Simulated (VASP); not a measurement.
K, 4 atoms in the cell. It takes space group P6_3/mmc (No. 194, hexagonal). The conventional cell has a = 4.615 Å, b = 4.615 Å, c = 15.012 Å, α = 90.00°, β = 90.00°, γ = 120.00°. 

| Property | Result |
| --- | --- |
| Program | VASP 6.6.1 |
| Task | relaxation of cell and atoms |
| Functional | PBE |
| Dispersion | D3(BJ) |
| Potentials or basis | VASP PAW PBE potentials, release 64 (K_sv) |
| Cutoff | 600 eV |
| k mesh | 12 × 12 × 4 |
| Occupations | gaussian, width 0.1 eV |
| Spin | no spin polarisation |
| Dipole correction | no |
| Further INCAR settings | ALGO = Normal; EDIFF = 1e-06; IBRION = 2; EDIFFG = -0.005; NSW = 100; ISIF = 3 |

Potentials or basis: VASP PAW PBE potentials, release 64 (K_sv).

The run is started by

```bash
$ cat potpaw_PBE.64/K_sv/POTCAR > POTCAR
$ mpirun -np 1 vasp_std > vasp.out
```

Hardware: 1 thread of AMD EPYC 7R43 64-Core Processor (Zen 3) (shared host).

**Question.** How long does it take, and how much memory?

**Answer.** Wall time 9.3 min on 1 thread of AMD EPYC 7R43 64-Core Processor (Zen 3) (shared host), peak memory 0.65 GiB. Counts: scf iterations 24, k points 57, ion steps 3.
